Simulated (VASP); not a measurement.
A run of VASP 6.6.1 is set up as follows.

Contents of INCAR:

```
SYSTEM = H
PREC = Accurate
ENCUT = 520
EDIFF = 1E-6
ISMEAR = 0
SIGMA = 0.02
LREAL = .False.
LASPH = .True.
NELM = 80
ALGO = Normal
ISIF = 2
LWAVE = .False.
LCHARG = .False.
GGA = PS
NBANDS = 8
```

Contents of KPOINTS:

```
regular mesh
0
Gamma
  1 1 1
  0 0 0
```

Contents of POSCAR:

```
H
1.0
    9.0000000000      0.0000000000      0.0000000000
    0.0000000000      9.5000000000      0.0000000000
    0.0000000000      0.0000000000     10.0000000000
H
2
Direct
    0.5000000000      0.5000000000      0.4621105549
    0.5000000000      0.5000000000      0.5378894451
```

Potentials or basis: VASP PAW PBE potentials, release 64 (H).

The run is started by

```sh
$ cat potpaw_PBE.64/H/POTCAR > POTCAR
$ mpirun -np 1 vasp_gam > vasp.out
```

(1) Estimate the largest force.

(2) What does it give for the gap between the frontier levels?

Results:

(1) 0.019 eV/Å.

(2) 9.94 eV.

Caveat: the PAW data sets were made with another functional, which shifts forces and pressure a little.
